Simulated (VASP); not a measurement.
Ge:

```xyz
6
Lattice="7.3238 0.0000 0.0000 0.0000 3.5194 0.0000 0.0000 0.0000 5.0505" Properties=species:S:1:pos:R:3 pbc="T T T"
Ge    3.0254    1.7597    1.0196
Ge    4.2985    1.7597    4.0309
Ge    6.6873    1.7597    4.0309
Ge    0.6365    1.7597    1.0196
Ge    0.0000    0.0000    2.5252
Ge    3.6619    0.0000    2.5252
```

The cell was built from a structure type or drawn by symmetry, and may not be a known phase.

| Item | Value |
| --- | --- |
| Program | VASP 6.6.1 |
| Task | relaxation of cell and atoms |
| Functional | PBE |
| Potentials or basis | VASP PAW PBE potentials, release 64 (Ge_d) |
| Cutoff | 600 eV |
| k mesh | 4 × 6 × 4 |
| Occupations | gaussian, width 0.1 eV |
| Spin | no spin polarisation |

At the start: pressure 12.9 GPa; volume 21.70 Å³/atom.

Question: Where does the relaxation end?

Answer: Over 26 steps the energy falls by 270.1 meV/atom and the volume is 23.28 Å³/atom (+7.3 %); space group Pmma (No. 51, to 0.1 Å) before and after.

Step by step:
```
step  energy change (eV)  largest force (eV/Å)  pressure (GPa)  volume (Å³)
   1              0.0000                0.5674           12.89       130.18
   2             -0.9349                0.5676           -2.38       165.70
   3             -1.0098                0.4682            0.09       155.90
   4             -1.0101                0.4796           -0.12       156.62
   5             -1.0600                0.3670           -0.28       156.90
   6             -1.1692                0.0296           -0.88       157.63
   7             -1.2262                0.4751           -1.80       158.71
   8             -1.2506                0.4786           -1.80       158.10
   9             -1.3239                0.4754           -1.78       156.23
  10             -1.4436                0.5027           -1.57       152.21
  11             -1.2711                0.9998            0.31       143.05
  12             -1.4531                0.5949           -1.30       150.10
  13             -1.4897                0.5693           -0.95       148.10
  14             -1.5619                0.4828            0.19       142.18
  15             -1.5035                0.1274            3.88       130.75
  16             -1.5754                0.4382            1.01       138.91
  17             -1.5763                0.4071            1.35       137.72
  18             -1.6065                0.1313            0.44       138.85
  19             -1.6084                0.0652            0.16       139.23
  20             -1.6125                0.0628            0.01       139.60
  21             -1.6173                0.0599           -0.32       140.52
  22             -1.6174                0.0586           -0.39       140.70
  23             -1.6201                0.0478           -0.05       139.83
  24             -1.6201                0.0457            0.05       139.62
  25             -1.6201                0.0464            0.03       139.65
  26             -1.6205                0.0171            0.01       139.67
```

Final structure:
```
CELL_PARAMETERS angstrom
5.99395 0.00000 0.00000
0.00000 4.03928 0.00000
0.00000 0.00000 5.76861
ATOMIC_POSITIONS crystal
Ge 0.46163 0.50000 0.21726
Ge 0.53837 0.50000 0.78274
Ge 0.96163 0.50000 0.78274
Ge 0.03837 0.50000 0.21726
Ge 0.00000 0.00000 0.50000
Ge 0.50000 0.00000 0.50000
```

Caveat: a cell axis changed by over 15 % at a fixed basis, so the end point is rough.
